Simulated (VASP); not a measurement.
# CdSe (F-43m) in VASP: a series of runs, part 2 of 2

VASP 6.6.1.

**4. Single point, PBEsol**

This run uses another cell than the first one, of 25.33 Å³/atom, 0.875 times its volume.

INCAR reads:

```
SYSTEM = CdSe
PREC = Accurate
ENCUT = 520
EDIFF = 1E-7
ISMEAR = 0
SIGMA = 0.01
LREAL = .FALSE.
LASPH = .TRUE.
NELM = 100
ALGO = Normal
ISIF = 2
LWAVE = .FALSE.
LCHARG = .FALSE.
GGA = PS
NBANDS = 16
```

KPOINTS reads:

```
regular mesh
0
G
  6 6 6
  0 0 0
```

POSCAR reads:

```
CdSe
1.0
    0.0000000000      2.9367870319      2.9367870319
    2.9367870319      0.0000000000      2.9367870319
    2.9367870319      2.9367870319      0.0000000000
Cd Se
1 1
Direct
    0.0000000000      0.0000000000      0.0000000000
    0.7500000000      0.7500000000      0.7500000000
```

Potentials or basis: VASP PAW PBE potentials, release 64 (Cd, Se).

Started as:

```console
> cat potpaw_PBE.64/Cd/POTCAR potpaw_PBE.64/Se/POTCAR > POTCAR
> mpirun -np 1 vasp_std > vasp.out
```

OUTCAR:

```text
SYSTEM = CdSe
   PREC = Accurate
   ENCUT = 520
   EDIFF = 1E-7
   ISMEAR = 0
   LREAL = .FALSE.
   LASPH = .TRUE.
   NELM = 100
   ISIF = 2
   GGA = PS

 ion  position               nearest neighbor table
   1  0.000  0.000  0.000-   2 2.54   2 2.54   2 2.54   2 2.54
   2  0.750  0.750  0.750-   1 2.54   1 2.54   1 2.54   1 2.54

  LATTYP: Found a face centered cubic cell.
 ALAT       =     5.8735740638

  Lattice vectors:

 A1 = (   0.0000000000,   2.9367870319,   2.9367870319)
 A2 = (   2.9367870319,   0.0000000000,   2.9367870319)
 A3 = (   2.9367870319,   2.9367870319,   0.0000000000)

Analysis of symmetry for initial positions (statically):
=====================================================================
 Subroutine PRICEL returns:
 Original cell was already a primitive cell.

 Routine SETGRP: Setting up the symmetry group for a
 face centered cubic supercell.

 Subroutine GETGRP returns: Found 24 space group operations
 (whereof 24 operations were pure point group operations)
 out of a pool of 48 trial point group operations.

The static configuration has the point symmetry T_d .

Analysis of symmetry for dynamics (positions and initial velocities):
=====================================================================
 Subroutine PRICEL returns:
 Original cell was already a primitive cell.

 Routine SETGRP: Setting up the symmetry group for a
 face centered cubic supercell.

 Subroutine GETGRP returns: Found 24 space group operations
 (whereof 24 operations were pure point group operations)
 out of a pool of 48 trial point group operations.

The dynamic configuration has the point symmetry T_d .

 Subroutine INISYM returns: Found 24 space group operations
 (whereof 24 operations are pure point group operations),
 and found     1 'primitive' translations

----------------------------------------------------------------------------------------

                                     Primitive cell

  volume of cell :      50.6579

  direct lattice vectors                    reciprocal lattice vectors
     0.000000000  2.936787032  2.936787032    -0.170254089  0.170254089  0.170254089
     2.936787032  0.000000000  2.936787032     0.170254089 -0.170254089  0.170254089
     2.936787032  2.936787032  0.000000000     0.170254089  0.170254089 -0.170254089

  length of vectors
     4.153244050  4.153244050  4.153244050     0.294888732  0.294888732  0.294888732

  position of ions in fractional coordinates (direct lattice)
     0.000000000  0.000000000  0.000000000
     0.750000000  0.750000000  0.750000000

  ion indices of the primitive-cell ions
   primitive index   ion index
                 1           1
                 2           2

----------------------------------------------------------------------------------------

 KPOINTS: regular mesh

Automatic generation of k-mesh.
 Grid dimensions read from file:
 generate k-points for:    6    6    6

 Generating k-lattice:

  Cartesian coordinates                     Fractional coordinates (reciprocal lattice)
    -0.028375681  0.028375681  0.028375681     0.166666667  0.000000000  0.000000000
     0.028375681 -0.028375681  0.028375681     0.000000000  0.166666667  0.000000000
     0.028375681  0.028375681 -0.028375681     0.000000000  0.000000000  0.166666667

  Length of vectors
     0.049148122  0.049148122  0.049148122

  Shift w.r.t. Gamma in fractional coordinates (k-lattice)
     0.000000000  0.000000000  0.000000000

 Subroutine IBZKPT returns following result:
 ===========================================

 Found     16 irreducible k-points:

 Following reciprocal coordinates:
            Coordinates               Weight
  0.000000  0.000000  0.000000      1.000000
  0.166667  0.000000  0.000000      8.000000
  0.333333  0.000000  0.000000      8.000000
  0.500000  0.000000  0.000000      4.000000
  0.166667  0.166667  0.000000      6.000000
  0.333333  0.166667  0.000000     24.000000
[... 8 lines left out ...]
 -0.333333  0.333333  0.166667     24.000000
 -0.333333  0.500000  0.166667     12.000000
   k-points           NKPTS =     16   k-points in BZ     NKDIM =     16   number of bands    NBANDS=     16
   number of dos      NEDOS =    301   number of ions     NIONS =      2
   total plane-waves  NPLWV =  32768
   dimension x,y,z NGX =    32 NGY =   32 NGZ =   32
   dimension x,y,z NGXF=    64 NGYF=   64 NGZF=   64
   ions per type =               1   1
   NGX,Y,Z   is equivalent  to a cutoff of  12.81, 12.81, 12.81 a.u.
   NGXF,Y,Z  is equivalent  to a cutoff of  25.62, 25.62, 25.62 a.u.
 SYSTEM =  CdSe
   PREC   = accura    normal or accurate (medium, high low for compatibility)
   ISTART =      0    job   : 0-new  1-cont  2-samecut
   ICHARG =      2    charge: 1-file 2-atom 10-const
   ISPIN  =      1    spin polarized calculation?
   LNONCOLLINEAR =      F non collinear calculations
   LSORBIT =      F    spin-orbit coupling
   LASPH  =      T    aspherical Exc in radial PAW
   ENCUT  =  520.0 eV  38.22 Ry    6.18 a.u.   7.72  7.72  7.72*2*pi/ulx,y,z
   NELM   =    100;   NELMIN=  2; NELMDL= -5     # of ELM steps
   EDIFF  = 0.1E-06   stopping-criterion for ELM
   LREAL  =      F    real-space projection
   EDIFFG = 0.1E-05   stopping-criterion for IOM
   NSW    =      0    number of steps for IOM
   IBRION =     -1    ionic relax: 0-MD 1-quasi-New 2-CG
   NFREE  =      0    steps in history (QN), initial steepest desc. (CG)
   ISIF   =      2    stress and relaxation
   ISYM   =      2    0-nonsym 1-usesym 2-fastsym
   POTIM  = 0.5000    time-step for ionic-motion
   TEBEG  =    0.0;   TEEND  =   0.0 temperature during run
   PSTRESS=    0.0 pullay stress
   NELECT =      18.0000    total number of electrons
   NUPDOWN=      -1.0000    fix difference up-down
   EMIN   =  10.00;   EMAX   =-10.00  energy-range for DOS
   EFERMI =   0.00;   METHOD = LEGACY
   ISMEAR =     0;   SIGMA  =   0.01  broadening in eV -4-tet -1-fermi 0-gaus
   EFERMI_NEDOS =   21; number of points for ismear=-14 and -15
   IALGO  =     38    algorithm
   IMIX   =      4    mixing-type and parameters
     AMIX     =   0.40;   BMIX     =  1.00
     AMIX_MAG =   1.60;   BMIX_MAG =  1.00
  volume/ion in A,a.u.               =      25.33       170.93
  Fermi-wavevector in a.u.,A,eV,Ry     =   1.159533  2.191200 18.293270  1.344517
  Thomas-Fermi vector in A             =   2.296125
   LORBIT       =      0    0 simple, 1 ext, 2 COOP (PROOUT), +10 PAW based schemes
   GGA     = PS    functional components
   LHFCALC =     F    Hartree Fock is set to
   AEXX    =    0.0000 exact exchange contribution
   IVDW    =     0    specifies the selected vdW correction
   LEPSILON=     F    determine dielectric tensor
   LRPA    =     F    only Hartree local field effects (RPA)
 non-spin polarized calculation
 Gauss-broadening in eV      SIGMA  =   0.01
  energy-cutoff  :      520.00
  volume of cell :       50.66
 maximum number of plane-waves:      1380
   NGX = 15   NGY = 15   NGZ = 15

 number of electron      18.0000006 magnetization

 Free energy of the ion-electron system (eV)
  ---------------------------------------------------
  ext. energy  EPLUGINS =         0.00000000
  ---------------------------------------------------
  free energy    TOTEN  =        -6.04710413 eV

  energy without entropy =       -6.04710413  energy(sigma->0) =       -6.04710413

 E-fermi :   1.7647     XC(G=0):  -9.5848

 val. band max:        1.7156289311   @ k =   0.0000   0.0000   0.0000
 cond. band min:       2.4005324979   @ k =   0.0000   0.0000   0.0000
 fundamental gap:      0.6849035668
 Fermi energy:         1.7646846653

 k-point     1 :       0.0000    0.0000    0.0000
  band No.  band energies     occupation
      1     -11.5668      2.00000
      2      -6.6344      2.00000
      3      -6.6344      2.00000
      4      -6.6344      2.00000
      5      -6.1264      2.00000
      6      -6.1264      2.00000
[... 8 lines left out ...]
     15      13.0144      0.00000
     16      13.0144      0.00000
[... 267 lines left out ...]
 k-point    16 :      -0.3333    0.5000    0.1667
  band No.  band energies     occupation
      1     -10.9329      2.00000
      2      -6.4055      2.00000
      3      -6.3503      2.00000
      4      -6.2167      2.00000
      5      -6.0916      2.00000
      6      -5.5247      2.00000
[... 8 lines left out ...]
     15      14.8623      0.00000
     16      15.0720      0.00000

------------------------ aborting loop because EDIFF is reached ----------------------------------------

  FORCE on cell =-STRESS in cart. coord.  units (eV):
  Direction    XX          YY          ZZ          XY          YZ          ZX
  --------------------------------------------------------------------------------------
  -------------------------------------------------------------------------------------
  Total        2.3739486      2.3739486      2.3739486      0.0000000      0.0000000      0.0000000
  in kB       75.0817751     75.0817751     75.0817751      0.0000000      0.0000000      0.0000000
  external PRESSURE =      75.0817751 kB  Pullay stress =       0.0000000 kB

 VOLUME and BASIS-vectors are now :
 -----------------------------------------------------------------------------
  energy-cutoff  :      520.00
  volume of cell :       50.66
      direct lattice vectors                 reciprocal lattice vectors
     0.000000000  2.936787032  2.936787032    -0.170254089  0.170254089  0.170254089
     2.936787032  0.000000000  2.936787032     0.170254089 -0.170254089  0.170254089
     2.936787032  2.936787032  0.000000000     0.170254089  0.170254089 -0.170254089

 POSITION                                       TOTAL-FORCE (eV/Angst)
 -----------------------------------------------------------------------------------
      0.00000      0.00000      0.00000         0.000000      0.000000      0.000000
      4.40518      4.40518      4.40518        -0.000000     -0.000000     -0.000000
 -----------------------------------------------------------------------------------
    total drift:                                0.000000      0.000000      0.000000

  FREE ENERGIE OF THE ION-ELECTRON SYSTEM (eV)
  ---------------------------------------------------
  free  energy   TOTEN  =        -6.0471041278 eV

  energy  without entropy=       -6.0471041278  energy(sigma->0) =       -6.04710413
```

Run time: 17 s. Hardware: 1 thread of Intel Xeon 8259CL, shared host; peak memory 0.18 GiB.

Results:

```yaml
Free_energy: -6.0471 eV
Pressure: 7.5 GPa
Band_gap_on_the_k_mesh: 0.68 eV, direct
```

Caveat: the PAW data sets were made with another functional, which shifts forces and pressure a little.

**5. The runs side by side**

| task | cell | k mesh | cutoff (eV) | smearing | gap on the mesh (eV) | pressure (GPa) |
| --- | --- | --- | --- | --- | --- | --- |
| relaxation of cell and atoms | relaxed from a = 4.342 Å, angles 60.0°, 2 atoms | 14 × 14 × 14 | 600 | fermi-dirac 0.05 eV | 0.47 | 0.0 |
| single point | a = 4.043 Å, angles 60.0°, 2 atoms | 6 × 6 × 6 | 520 | gaussian 0.01 eV | 0.84 | 15.7 |
| single point | a = 4.153 Å, angles 60.0°, 2 atoms | 6 × 6 × 6 | 520 | gaussian 0.01 eV | 0.68 | 7.5 |

Alike in all rows: level PBEsol; potentials or basis VASP PAW PBE potentials, release 64 (Cd, Se); no spin polarisation.

Caveats: the PAW data sets were made with another functional, which shifts forces and pressure a little.

Total energies depend on the potentials used, so only differences within one code and one set of settings carry meaning.
